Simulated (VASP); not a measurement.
# AlN (P6_3/mmc) in VASP: notebook, part 2 of 2

VASP 6.6.1.

## (3) Single point, PBEsol

This run uses another cell than the first one, of 9.68 Å³/atom, 0.984 times its volume.

Contents of INCAR:

```
ALGO = Normal ; EDIFF = 1E-6
ENCUT = 520 ; GGA = PS
ISIF = 2 ; ISMEAR = 0
LASPH = T ; LCHARG = F
LREAL = F ; LWAVE = F
NBANDS = 16 ; NELM = 80
PREC = Accurate ; SIGMA = 0.05
```

Contents of KPOINTS:

```
k-points
0
Gamma
  9 9 6
```

Contents of POSCAR:

```
AlN
1.0
    3.2222000000      0.0000000000      0.0000000000
   -1.6111000000      2.7905070561      0.0000000000
    0.0000000000      0.0000000000      4.3056000000
Al N
2 2
Direct
    0.3333333333      0.6666666667      0.7500000000
    0.6666666667      0.3333333333      0.2500000000
    0.3333333333      0.6666666667      0.2500000000
    0.6666666667      0.3333333333      0.7500000000
```

Potentials or basis: VASP PAW PBE potentials, release 64 (Al, N).

Run with:

```console
> cat potpaw_PBE.64/Al/POTCAR potpaw_PBE.64/N/POTCAR > POTCAR
> mpirun -np 1 vasp_std > vasp.out
```

OUTCAR:

```text
EDIFF = 1E-6
   ENCUT = 520
   GGA = PS
   ISIF = 2
   ISMEAR = 0
   LASPH = T
   LREAL = F
   NELM = 80
   PREC = Accurate

 ion  position               nearest neighbor table
   1  0.333  0.667  0.750-   4 1.86   4 1.86   4 1.86   3 2.15   3 2.15   2 2.85   2 2.85   2 2.85
                             2 2.85   2 2.85   2 2.85
   2  0.667  0.333  0.250-   3 1.86   3 1.86   3 1.86   4 2.15   4 2.15   1 2.85   1 2.85   1 2.85
                             1 2.85   1 2.85   1 2.85
   3  0.333  0.667  0.250-   2 1.86   2 1.86   2 1.86   1 2.15   1 2.15
   4  0.667  0.333  0.750-   1 1.86   1 1.86   1 1.86   2 2.15   2 2.15

  LATTYP: Found a hexagonal cell.
 ALAT       =     3.2222000000
 C/A-ratio  =     1.3362299050

  Lattice vectors:

 A1 = (   3.2222000000,   0.0000000000,   0.0000000000)
 A2 = (  -1.6111000000,   2.7905070561,   0.0000000000)
 A3 = (   0.0000000000,   0.0000000000,   4.3056000000)

Analysis of symmetry for initial positions (statically):
=====================================================================
 Subroutine PRICEL returns:
 Original cell was already a primitive cell.

 Routine SETGRP: Setting up the symmetry group for a
 hexagonal supercell.

 Subroutine GETGRP returns: Found 24 space group operations
 (whereof 12 operations were pure point group operations)
 out of a pool of 24 trial point group operations.

The static configuration has the point symmetry D_3d.
 The point group associated with its full space group is D_6h.

Analysis of symmetry for dynamics (positions and initial velocities):
=====================================================================
 Subroutine PRICEL returns:
 Original cell was already a primitive cell.

 Routine SETGRP: Setting up the symmetry group for a
 hexagonal supercell.

[... 127 lines left out ...]
   IMIX   =      4    mixing-type and parameters
     AMIX     =   0.40;   BMIX     =  1.00
     AMIX_MAG =   1.60;   BMIX_MAG =  1.00
  volume/ion in A,a.u.               =       9.68        65.31
  Fermi-wavevector in a.u.,A,eV,Ry     =   1.219434  2.304397 20.232134  1.487020
  Thomas-Fermi vector in A             =   2.354686
   LORBIT       =      0    0 simple, 1 ext, 2 COOP (PROOUT), +10 PAW based schemes
   GGA     = PS    functional components
   LHFCALC =     F    Hartree Fock is set to
   AEXX    =    0.0000 exact exchange contribution
   IVDW    =     0    specifies the selected vdW correction
   LEPSILON=     F    determine dielectric tensor
   LRPA    =     F    only Hartree local field effects (RPA)
 non-spin polarized calculation
 Gauss-broadening in eV      SIGMA  =   0.05
  energy-cutoff  :      520.00
  volume of cell :       38.71
 maximum number of plane-waves:      1062
 NGX is ok and might be reduce to    24
   NGX = 11   NGY = 11   NGZ = 17

 number of electron      16.0000005 magnetization

 Free energy of the ion-electron system (eV)
  ---------------------------------------------------
  ext. energy  EPLUGINS =         0.00000000
  ---------------------------------------------------
  free energy    TOTEN  =       -30.87065877 eV

  energy without entropy =      -30.87065877  energy(sigma->0) =      -30.87065877

 E-fermi :   8.5970     XC(G=0): -11.4777

 val. band max:        8.3513045434   @ k =   0.0000   0.0000   0.0000
 cond. band min:      11.6245705971   @ k =   0.0000   0.0000   0.0000
 fundamental gap:      3.2732660537
 Fermi energy:         8.5970084613

 k-point     1 :       0.0000    0.0000    0.0000
  band No.  band energies     occupation
      1      -8.7851      2.00000
      2      -5.2945      2.00000
      3       0.9849      2.00000
      4       4.9854      2.00000
      5       4.9854      2.00000
      6       6.4021      2.00000
[... 433 lines left out ...]
      3       1.4664      2.00000
      4       2.4925      2.00000
      5       2.4925      2.00000
      6       4.6896      2.00000
[... 8 lines left out ...]
     15      19.4758      0.00000
     16      21.4039      0.00000

 [... further k-points ...]

------------------------ aborting loop because EDIFF is reached ----------------------------------------

  FORCE on cell =-STRESS in cart. coord.  units (eV):
  Direction    XX          YY          ZZ          XY          YZ          ZX
  --------------------------------------------------------------------------------------
  -------------------------------------------------------------------------------------
  Total        2.3406382      2.3406382     -0.9693202      0.0000000     -0.0000000      0.0000000
  in kB       96.8669369     96.8669369    -40.1151634      0.0000000     -0.0000000      0.0000000
  external PRESSURE =      51.2062368 kB  Pullay stress =       0.0000000 kB

 VOLUME and BASIS-vectors are now :
 -----------------------------------------------------------------------------
  energy-cutoff  :      520.00
  volume of cell :       38.71
      direct lattice vectors                 reciprocal lattice vectors
     3.222200000  0.000000000  0.000000000     0.310346968  0.179178905  0.000000000
    -1.611100000  2.790507056  0.000000000     0.000000000  0.358357811  0.000000000
     0.000000000  0.000000000  4.305600000     0.000000000  0.000000000  0.232255667

 POSITION                                       TOTAL-FORCE (eV/Angst)
 -----------------------------------------------------------------------------------
     -0.00000      1.86034      3.22920        -0.000000      0.000000      0.000000
      1.61110      0.93017      1.07640         0.000000     -0.000000      0.000000
     -0.00000      1.86034      1.07640        -0.000000      0.000000      0.000000
      1.61110      0.93017      3.22920         0.000000     -0.000000      0.000000
 -----------------------------------------------------------------------------------
    total drift:                               -0.000000      0.000000      0.000000

  FREE ENERGIE OF THE ION-ELECTRON SYSTEM (eV)
  ---------------------------------------------------
  free  energy   TOTEN  =       -30.8706587725 eV

  energy  without entropy=      -30.8706587725  energy(sigma->0) =      -30.87065877
```

stdout:

```text
POSCAR found type information on POSCAR AlN
 POSCAR found :  2 types and       4 ions
 scaLAPACK will be used
 -----------------------------------------------------------------------------
|                                                                             |
|                                                                             |
|     You enforced a specific xc type in the INCAR file but a different       |
|     I HOPE YOU KNOW WHAT YOU ARE DOING!                                     |
|                                                                             |
 -----------------------------------------------------------------------------

 LDA part: xc-table for (Slater+PW92), standard interpolation
 POSCAR, INCAR and KPOINTS ok, starting setup
 FFT: planning ... GRIDC
 FFT: planning ... GRID_SOFT
 FFT: planning ... GRID
 WAVECAR not read
 entering main loop
```

Run time: 8 s. Hardware: 1 thread of Intel Xeon 6975P-C (Granite Rapids), shared host; peak memory 0.15 GiB.

Results:

* Free energy: -30.8707 eV
* Pressure: 5.1 GPa
* Band gap on the k mesh: 3.27 eV, direct

Stress tensor (GPa, compression positive):
```
 9.69  0.00  0.00
 0.00  9.69  0.00
 0.00  0.00 -4.01
```

Levels at points of the mesh, in eV from the valence-band top:
```
           k point  band 5  band 6  band 7  band 8  band 9  band 10  band 11  band 12
(0.00, 0.00, 0.00)   -3.37   -1.95   -1.95    0.00    3.27     4.68     8.47     8.47
(0.00, 0.00, 0.50)   -2.69   -2.69   -2.69   -2.69    5.65     5.65     8.70     8.70
```

Caveat: the PAW data sets were made with another functional, which shifts forces and pressure a little.
